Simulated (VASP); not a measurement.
# AlN in VASP: a series of runs

The runs below take AlN through single point, with LDA.

Program: VASP 6.6.1. These are calculated values, not measurements. Logs are shortened: lines on timing, memory, paths and dates and some standing lists are left out, and cuts for length are marked.

### 1 The cell of the first run

The structure is hexagonal, space group P6_3mc (No. 186). The conventional cell has a = 3.166 Å, b = 3.166 Å, c = 5.067 Å, α = 90.00°, β = 90.00°, γ = 120.00°. Within 2.6 Å of Al (site symmetry 3m) lie 4 N at 1.92 to 1.94 Å. N (site symmetry 3m) has 4 Al at 1.92 to 1.94 Å within 2.6 Å.

### 2 Single point, LDA

Input file INCAR:

```
PREC = Accurate ; ENCUT = 520
EDIFF = 1E-6 ; ISMEAR = 0
SIGMA = 0.05 ; LREAL = False
LASPH = True ; NELM = 80
ALGO = Normal ; ISIF = 2
LWAVE = False ; LCHARG = True
GGA = CA ; LELF = True
LVHAR = True ; NBANDS = 16
```

Input file KPOINTS:

```
Automatic mesh
0
Gamma
  9 9 6
```

Input file POSCAR:

```
AlN
1.0
    3.1658306752      0.0000000000      0.0000000000
   -1.5829153376      2.7416897888      0.0000000000
    0.0000000000      0.0000000000      5.0671738979
Al N
2 2
Direct
    0.3333333333      0.6666666667      0.0015210182
    0.6666666667      0.3333333333      0.5015210182
    0.3333333333      0.6666666667      0.3834789818
    0.6666666667      0.3333333333      0.8834789818
```

Potentials or basis: VASP PAW LDA potentials, release 64 (Al, N).

The run is started by

```bash
$ cat potpaw_LDA.64/Al/POTCAR potpaw_LDA.64/N/POTCAR > POTCAR
$ mpirun -np 1 vasp_std > vasp.out
```

OUTCAR:

```text
PREC = Accurate
   ENCUT = 520
   EDIFF = 1E-6
   ISMEAR = 0
   LREAL = False
   LASPH = True
   NELM = 80
   ISIF = 2
   GGA = CA

 ion  position               nearest neighbor table
   1  0.333  0.667  0.002-   4 1.92   4 1.92   4 1.92   3 1.94   2 3.12   2 3.12   2 3.12   2 3.12
                             2 3.12   2 3.12
   2  0.667  0.333  0.502-   3 1.92   3 1.92   3 1.92   4 1.94   1 3.12   1 3.12   1 3.12   1 3.12
                             1 3.12   1 3.12
   3  0.333  0.667  0.383-   2 1.92   2 1.92   2 1.92   1 1.94
   4  0.667  0.333  0.883-   1 1.92   1 1.92   1 1.92   2 1.94

  LATTYP: Found a hexagonal cell.
 ALAT       =     3.1658306752
 C/A-ratio  =     1.6005827278

  Lattice vectors:

 A1 = (   3.1658306752,   0.0000000000,   0.0000000000)
 A2 = (  -1.5829153376,   2.7416897888,   0.0000000000)
 A3 = (   0.0000000000,   0.0000000000,   5.0671738979)

Analysis of symmetry for initial positions (statically):
=====================================================================
 Subroutine PRICEL returns:
 Original cell was already a primitive cell.

 Routine SETGRP: Setting up the symmetry group for a
 hexagonal supercell.

 Subroutine GETGRP returns: Found 12 space group operations
 (whereof  6 operations were pure point group operations)
 out of a pool of 24 trial point group operations.

The static configuration has the point symmetry C_3v.
 The point group associated with its full space group is C_6v.

Analysis of symmetry for dynamics (positions and initial velocities):
=====================================================================
 Subroutine PRICEL returns:
 Original cell was already a primitive cell.

 Routine SETGRP: Setting up the symmetry group for a
 hexagonal supercell.

 Subroutine GETGRP returns: Found 12 space group operations
 (whereof  6 operations were pure point group operations)
 out of a pool of 24 trial point group operations.

The dynamic configuration has the point symmetry C_3v.
 The point group associated with its full space group is C_6v.

 Subroutine INISYM returns: Found 12 space group operations
 (whereof  6 operations are pure point group operations),
 and found     1 'primitive' translations

----------------------------------------------------------------------------------------

                                     Primitive cell

  volume of cell :      43.9817

  direct lattice vectors                    reciprocal lattice vectors
     3.165830675  0.000000000  0.000000000     0.315872863  0.182369283  0.000000000
    -1.582915338  2.741689789  0.000000000     0.000000000  0.364738565  0.000000000
     0.000000000  0.000000000  5.067173898     0.000000000  0.000000000  0.197348664

  length of vectors
     3.165830675  3.165830675  5.067173898     0.364738565  0.364738565  0.197348664

  position of ions in fractional coordinates (direct lattice)
     0.333333333  0.666666667  0.001521018
     0.666666667  0.333333333  0.501521018
     0.333333333  0.666666667  0.383478982
     0.666666667  0.333333333  0.883478982

  ion indices of the primitive-cell ions
   primitive index   ion index
                 1           1
                 2           2
                 3           3
                 4           4

----------------------------------------------------------------------------------------

 KPOINTS: Automatic mesh

Automatic generation of k-mesh.
 Grid dimensions read from file:
 generate k-points for:    9    9    6

 Generating k-lattice:

  Cartesian coordinates                     Fractional coordinates (reciprocal lattice)
     0.035096985  0.020263254  0.000000000     0.111111111 -0.000000000  0.000000000
     0.000000000  0.040526507  0.000000000     0.000000000  0.111111111  0.000000000
     0.000000000  0.000000000  0.032891444     0.000000000  0.000000000  0.166666667

  Length of vectors
     0.040526507  0.040526507  0.032891444

  Shift w.r.t. Gamma in fractional coordinates (k-lattice)
     0.000000000  0.000000000  0.000000000

 Subroutine IBZKPT returns following result:
 ===========================================

 Found     48 irreducible k-points:

 Following reciprocal coordinates:
            Coordinates               Weight
  0.000000  0.000000  0.000000      1.000000
  0.111111 -0.000000  0.000000      6.000000
  0.222222 -0.000000  0.000000      6.000000
  0.333333 -0.000000  0.000000      6.000000
  0.444444 -0.000000  0.000000      6.000000
  0.111111  0.111111  0.000000      6.000000
[... 16 lines left out ...]
  0.333333  0.222222  0.166667     24.000000
  0.333333  0.333333  0.166667      4.000000
 [... further k-points ...]
   k-points           NKPTS =     48   k-points in BZ     NKDIM =     48   number of bands    NBANDS=     16
   number of dos      NEDOS =    301   number of ions     NIONS =      4
   total plane-waves  NPLWV =  23040
   dimension x,y,z NGX =    24 NGY =   24 NGZ =   40
   dimension x,y,z NGXF=    48 NGYF=   48 NGZF=   80
   ions per type =               2   2
   NGX,Y,Z   is equivalent  to a cutoff of  12.60, 12.60, 13.12 a.u.
   NGXF,Y,Z  is equivalent  to a cutoff of  25.21, 25.21, 26.25 a.u.
 SYSTEM =  unknown system
   PREC   = accura    normal or accurate (medium, high low for compatibility)
   ISTART =      0    job   : 0-new  1-cont  2-samecut
   ICHARG =      2    charge: 1-file 2-atom 10-const
   ISPIN  =      1    spin polarized calculation?
   LNONCOLLINEAR =      F non collinear calculations
   LSORBIT =      F    spin-orbit coupling
   LASPH  =      T    aspherical Exc in radial PAW
   ENCUT  =  520.0 eV  38.22 Ry    6.18 a.u.   5.89  5.89  9.42*2*pi/ulx,y,z
   NELM   =     80;   NELMIN=  2; NELMDL= -5     # of ELM steps
   EDIFF  = 0.1E-05   stopping-criterion for ELM
   LREAL  =      F    real-space projection
   EDIFFG = 0.1E-04   stopping-criterion for IOM
   NSW    =      0    number of steps for IOM
   IBRION =     -1    ionic relax: 0-MD 1-quasi-New 2-CG
   NFREE  =      0    steps in history (QN), initial steepest desc. (CG)
   ISIF   =      2    stress and relaxation
   ISYM   =      2    0-nonsym 1-usesym 2-fastsym
   POTIM  = 0.5000    time-step for ionic-motion
   TEBEG  =    0.0;   TEEND  =   0.0 temperature during run
   PSTRESS=    0.0 pullay stress
   NELECT =      16.0000    total number of electrons
   NUPDOWN=      -1.0000    fix difference up-down
   EMIN   =  10.00;   EMAX   =-10.00  energy-range for DOS
   EFERMI =   0.00;   METHOD = LEGACY
   ISMEAR =     0;   SIGMA  =   0.05  broadening in eV -4-tet -1-fermi 0-gaus
   EFERMI_NEDOS =   21; number of points for ismear=-14 and -15
   IALGO  =     38    algorithm
   IMIX   =      4    mixing-type and parameters
     AMIX     =   0.40;   BMIX     =  1.00
     AMIX_MAG =   1.60;   BMIX_MAG =  1.00
  volume/ion in A,a.u.               =      11.00        74.20
  Fermi-wavevector in a.u.,A,eV,Ry     =   1.168667  2.208461 18.582609  1.365783
  Thomas-Fermi vector in A             =   2.305151
   LORBIT       =      0    0 simple, 1 ext, 2 COOP (PROOUT), +10 PAW based schemes
   GGA     = CA    functional components
   LHFCALC =     F    Hartree Fock is set to
   AEXX    =    0.0000 exact exchange contribution
   IVDW    =     0    specifies the selected vdW correction
   LEPSILON=     F    determine dielectric tensor
   LRPA    =     F    only Hartree local field effects (RPA)
 non-spin polarized calculation
 Gauss-broadening in eV      SIGMA  =   0.05
  energy-cutoff  :      520.00
  volume of cell :       43.98
 maximum number of plane-waves:      1196
 NGX is ok and might be reduce to    24
   NGX = 11   NGY = 11   NGZ = 19

 number of electron      16.0000004 magnetization

 Free energy of the ion-electron system (eV)
  ---------------------------------------------------
  ext. energy  EPLUGINS =         0.00000000
  ---------------------------------------------------
  free energy    TOTEN  =       -32.71218439 eV

  energy without entropy =      -32.71218439  energy(sigma->0) =      -32.71218439

 E-fermi :   5.6628     XC(G=0): -11.0226

 val. band max:        5.4083260396   @ k =   0.0000   0.0000   0.0000
 cond. band min:       9.1831887078   @ k =   0.0000   0.0000   0.0000
 fundamental gap:      3.7748626682
 Fermi energy:         5.6628446540

 k-point     1 :       0.0000    0.0000    0.0000
  band No.  band energies     occupation
      1      -9.3199      2.00000
      2      -7.2565      2.00000
      3      -0.4131      2.00000
      4       4.5540      2.00000
      5       4.5540      2.00000
      6       5.1976      2.00000
[... 8 lines left out ...]
     15      17.8357      0.00000
     16      17.8357      0.00000

 k-point     2 :       0.1111   -0.0000    0.0000
  band No.  band energies     occupation
      1      -9.1691      2.00000
      2      -7.1719      2.00000
      3      -0.2334      2.00000
      4       3.8621      2.00000
      5       4.3631      2.00000
      6       4.5186      2.00000
[... 8 lines left out ...]
     15      17.7491      0.00000
     16      17.9141      0.00000

 k-point     3 :       0.2222   -0.0000    0.0000
  band No.  band energies     occupation
      1      -8.7417      2.00000
      2      -6.9599      2.00000
      3       0.2879      2.00000
      4       2.4018      2.00000
      5       3.2864      2.00000
      6       3.9685      2.00000
[... 8 lines left out ...]
     15      16.9333      0.00000
     16      17.7890      0.00000

 k-point     4 :       0.3333   -0.0000    0.0000
  band No.  band energies     occupation
      1      -8.1261      2.00000
      2      -6.7550      2.00000
      3       0.9751      2.00000
      4       1.1288      2.00000
      5       2.1414      2.00000
      6       3.6004      2.00000
[... 8 lines left out ...]
     15      16.8244      0.00000
     16      19.0664      0.00000

 k-point     5 :       0.4444   -0.0000    0.0000
  band No.  band energies     occupation
      1      -7.5438      2.00000
      2      -6.7343      2.00000
      3       0.1989      2.00000
      4       1.4120      2.00000
      5       1.9613      2.00000
      6       3.3887      2.00000
[... 8 lines left out ...]
     15      17.5453      0.00000
     16      19.7000      0.00000

 k-point     6 :       0.1111    0.1111    0.0000
  band No.  band energies     occupation
      1      -8.8797      2.00000
      2      -7.0229      2.00000
      3       0.1176      2.00000
      4       3.0453      2.00000
      5       3.2729      2.00000
      6       4.2813      2.00000
[... 8 lines left out ...]
     15      17.1672      0.00000
     16      18.0654      0.00000
[... 267 lines left out ...]
 k-point    21 :       0.4444    0.1111    0.1667
  band No.  band energies     occupation
      1      -7.3133      2.00000
      2      -6.7858      2.00000
      3       0.0807      2.00000
      4       1.0557      2.00000
      5       2.4540      2.00000
      6       3.1387      2.00000
[... 8 lines left out ...]
     15      17.5303      0.00000
     16      19.5832      0.00000

 k-point    22 :       0.2222    0.2222    0.1667
  band No.  band energies     occupation
      1      -7.7346      2.00000
      2      -6.7682      2.00000
      3       0.9069      2.00000
      4       1.1661      2.00000
      5       2.3913      2.00000
      6       2.7880      2.00000
[... 8 lines left out ...]
     15      16.9917      0.00000
     16      19.6075      0.00000

 k-point    23 :       0.3333    0.2222    0.1667
  band No.  band energies     occupation
      1      -7.2356      2.00000
      2      -6.7592      2.00000
      3       0.5379      2.00000
      4       1.1693      2.00000
      5       1.9743      2.00000
      6       2.9725      2.00000
[... 8 lines left out ...]
     15      17.5947      0.00000
     16      19.3935      0.00000

 k-point    24 :       0.3333    0.3333    0.1667
  band No.  band energies     occupation
      1      -6.9070      2.00000
      2      -6.9070      2.00000
      3       0.8648      2.00000
      4       1.2860      2.00000
      5       1.2860      2.00000
      6       2.8073      2.00000
[... 8 lines left out ...]
     15      17.9545      0.00000
     16      19.5786      0.00000

 [... further k-points ...]
[... 5 lines left out ...]
  --------------------------------------------------------------------------------------
  -------------------------------------------------------------------------------------
  Total       -3.6885732     -3.6885732     -3.4426044      0.0000000      0.0000000     -0.0000000
  in kB     -134.3684119   -134.3684119   -125.4081870      0.0000000      0.0000000     -0.0000000
  external PRESSURE =    -131.3816702 kB  Pullay stress =       0.0000000 kB

 VOLUME and BASIS-vectors are now :
 -----------------------------------------------------------------------------
  energy-cutoff  :      520.00
  volume of cell :       43.98
      direct lattice vectors                 reciprocal lattice vectors
     3.165830675  0.000000000  0.000000000     0.315872863  0.182369283  0.000000000
    -1.582915338  2.741689789  0.000000000     0.000000000  0.364738565  0.000000000
     0.000000000  0.000000000  5.067173898     0.000000000  0.000000000  0.197348664

 POSITION                                       TOTAL-FORCE (eV/Angst)
 -----------------------------------------------------------------------------------
     -0.00000      1.82779      0.00771        -0.000000     -0.000000      0.027882
      1.58292      0.91390      2.54129        -0.000000      0.000000      0.027882
     -0.00000      1.82779      1.94315        -0.000000     -0.000000     -0.027882
      1.58292      0.91390      4.47674         0.000000      0.000000     -0.027882
 -----------------------------------------------------------------------------------
    total drift:                               -0.000000     -0.000000     -0.000075

  FREE ENERGIE OF THE ION-ELECTRON SYSTEM (eV)
  ---------------------------------------------------
  free  energy   TOTEN  =       -32.7121843920 eV

  energy  without entropy=      -32.7121843920  energy(sigma->0) =      -32.71218439
```

Run time: 8.3 s. Hardware: 1 thread of Intel Xeon 6975P-C (Granite Rapids), shared host; peak memory 0.15 GiB.

Results:

```
Free energy            : -32.7122 eV
Pressure               : -13.1 GPa
Largest force          : 0.028 eV/Å
Band gap on the k mesh : 3.77 eV, direct
```

Forces in eV/Å, atoms in the order of the input:
```
Al   0.000  0.000  0.028
Al   0.000  0.000  0.028
N    0.000  0.000 -0.028
N    0.000  0.000 -0.028
```

### 3 Single point, LDA

This run uses another cell than the first one, of 9.46 Å³/atom, 0.861 times its volume.

Input file INCAR:

```
SYSTEM = AlN
PREC = Accurate
ENCUT = 520
EDIFF = 1E-7
ISMEAR = 0
SIGMA = 0.05
LREAL = .False.
LASPH = .True.
NELM = 80
ALGO = Normal
ISIF = 2
LWAVE = .False.
LCHARG = .True.
LELF = .True.
LVHAR = .True.
NBANDS = 16
```

Input file KPOINTS:

```
regular mesh
0
Gamma
  9 9 6
  0 0 0
```

Input file POSCAR:

```
AlN
1.0
    3.0113999106      0.0000000000      0.0000000000
   -1.5056999553      2.6079488235      0.0000000000
    0.0000000000      0.0000000000      4.8199946833
Al N
2 2
Direct
    0.3240411434      0.6666666667      0.0015210182
    0.6759588566      0.3333333333      0.5015210182
    0.3416263521      0.6666666667      0.3834789818
    0.6583736479      0.3333333333      0.8834789818
```

Potentials or basis: VASP PAW LDA potentials, release 64 (Al, N).

The run is started by

```bash
$ cat potpaw_LDA.64/Al/POTCAR potpaw_LDA.64/N/POTCAR > POTCAR
$ mpirun -np 1 vasp_std > vasp.out
```

Run time: 27 s. Hardware: 1 thread of Intel Xeon 6975P-C (Granite Rapids), shared host; peak memory 0.19 GiB.

It converged, with:

* Free energy: -32.6557 eV
* Pressure: 19.5 GPa
* Largest force: 0.169 eV/Å
* Band gap on the k mesh: 4.91 eV, indirect (least direct gap 5.11 eV)

Forces on the atoms (eV/Å):
```
Al   0.166  0.004 -0.027
Al  -0.166 -0.004 -0.027
N   -0.057  0.002  0.027
N    0.057 -0.002  0.027
```

Stress tensor (GPa, compression positive):
```
19.91  0.01  0.00
 0.01 20.00  0.00
 0.00  0.00 18.58
```

Levels at points of the mesh, in eV from the valence-band top:
```csv
k point,band 6,band 7,band 8,band 9,band 10,band 11
"(0.00, 0.00, 0.00)",-0.30,-0.20,0.00,5.11,7.40,11.27
"(0.00, 0.00, 0.50)",-0.61,-0.59,-0.59,7.28,7.28,10.95
```

A k mesh can miss the band edges. Expect the measured gap to be larger: semilocal functionals such as LDA lack the derivative discontinuity.

[end of part 1 of 2]
